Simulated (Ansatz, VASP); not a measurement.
# Two plane-wave programs on GaSb3

```
Ga Sb
1.0
     0.00000    3.58577    3.58577
     3.58577    0.00000    3.58577
     3.58577    3.58577    0.00000
Ga Sb
1 3
Direct
  0.02119 0.97881 0.97881
  0.25758 0.24242 0.24242
  0.73471 0.76529 0.76529
  0.49557 0.50443 0.50443
```

Change from the starting cell: mode 4 frozen in at -0.082 Å and mode 7 at -0.152 Å (largest displacements).

Alike in both runs: task single point; functional PBEsol; dispersion D3(BJ); k mesh 10 × 10 × 10; occupations gaussian, width 0.15 eV; no spin polarisation.

```csv
,VASP,Ansatz
version,VASP 6.6.1,Ansatz 0.2.0
potentials or method,"VASP PAW PBE potentials, release 64 (Ga_d, Sb), cutoff 520 eV","scalar-relativistic, plane waves, PAW"
valence electrons in the cell,28,58
```

Ansatz gave:

| Item | Value |
| --- | --- |
| gap on the k mesh at the Fermi level (eV) | none |
| pressure (GPa) | 0.6 |
| traceless stress, the component that is largest in VASP (GPa) | -0.64 |
| rms of the force components (eV/Å) | 0.188 |

**Question.** Estimate VASP's values.

**Answer.** gap on the k mesh at the Fermi level (eV): none; pressure (GPa): 0.7; traceless stress, the component that is largest in VASP (GPa): -0.65; rms of the force components (eV/Å): 0.190.

VASP's potentials were made for PBE, not for PBEsol, and Ansatz warns of the same on its side. Atom by atom the forces differ by 0.003 eV/Å (rms over components). A gap of «none» marks a metal or a gap that the smearing closes. VASP's potentials hold 28 valence electrons a cell and Ansatz's 58, so a difference there can come from the potentials and not from the codes.

Neither program's run includes spin-orbit coupling.
